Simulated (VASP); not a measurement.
Write the native input for VASP 6.6.1 that does the following.

```
Task                   : single point
Functional             : PBE
Potentials or basis    : VASP PAW PBE potentials, release 64 (Al)
Cutoff                 : 520 eV
k mesh                 : 4 × 4 × 4
Occupations            : gaussian, width 0.1 eV
Spin                   : no spin polarisation
Dipole correction      : no
Further INCAR settings : LREAL = Auto; ALGO = Fast; EDIFF = 1e-07; NBANDS = 60
```

The structure of Al lies in POSCAR:

```
Al
1.0
   -6.0624313821     -6.0624313821      0.0000000000
   -6.0624313821      0.0000000000     -6.0624313821
    0.0000000000     -6.0624313821     -6.0624313821
Al
27
Direct
    0.6666666667      0.6666666667      0.6666666667
    0.3333333333      0.6666666667      0.6666666667
    0.0000000000      0.6666666667      0.6666666667
    0.6666666667      0.3333333333      0.6666666667
    0.3333333333      0.3333333333      0.6666666667
    0.0000000000      0.3333333333      0.6666666667
    0.6666666667      0.0000000000      0.6666666667
    0.3333333333      0.0000000000      0.6666666667
    0.0000000000      0.0000000000      0.6666666667
    0.6666666667      0.6666666667      0.3333333333
    0.3333333333      0.6666666667      0.3333333333
    0.0000000000      0.6666666667      0.3333333333
    0.6666666667      0.3333333333      0.3333333333
    0.3333333333      0.3333333333      0.3333333333
    0.0000000000      0.3333333333      0.3333333333
    0.6666666667      0.0000000000      0.3333333333
    0.3333333333      0.0000000000      0.3333333333
    0.0000000000      0.0000000000      0.3333333333
    0.6666666667      0.6666666667      0.0000000000
    0.3333333333      0.6666666667      0.0000000000
    0.0000000000      0.6666666667      0.0000000000
    0.6666666667      0.3333333333      0.0000000000
    0.3333333333      0.3333333333      0.0000000000
    0.0000000000      0.3333333333      0.0000000000
    0.6666666667      0.0000000000      0.0000000000
    0.3333333333      0.0000000000      0.0000000000
    0.0000000000      0.0000000000      0.0000000000
```

The input as run:

INCAR

```
SYSTEM = Al
PREC = Accurate
ENCUT = 520
EDIFF = 1E-7
ISMEAR = 0
SIGMA = 0.1
LREAL = Auto
LASPH = .True.
NELM = 60
ALGO = Fast
ISIF = 2
LWAVE = .False.
LCHARG = .True.
GGA = PE
LELF = .True.
LVHAR = .True.
NBANDS = 60
```

KPOINTS

```
regular mesh
0
Gamma
  4 4 4
  0 0 0
```

Potentials or basis: VASP PAW PBE potentials, release 64 (Al).

Command:

```console
$ cat potpaw_PBE.64/Al/POTCAR > POTCAR
$ mpirun -np 1 vasp_std > vasp.out
```

It gave:

- Pressure: 0.1 GPa

It took 15 min on 1 thread of Oxide Virtual Turin-like Processor (shared host), peak memory 0.57 GiB.
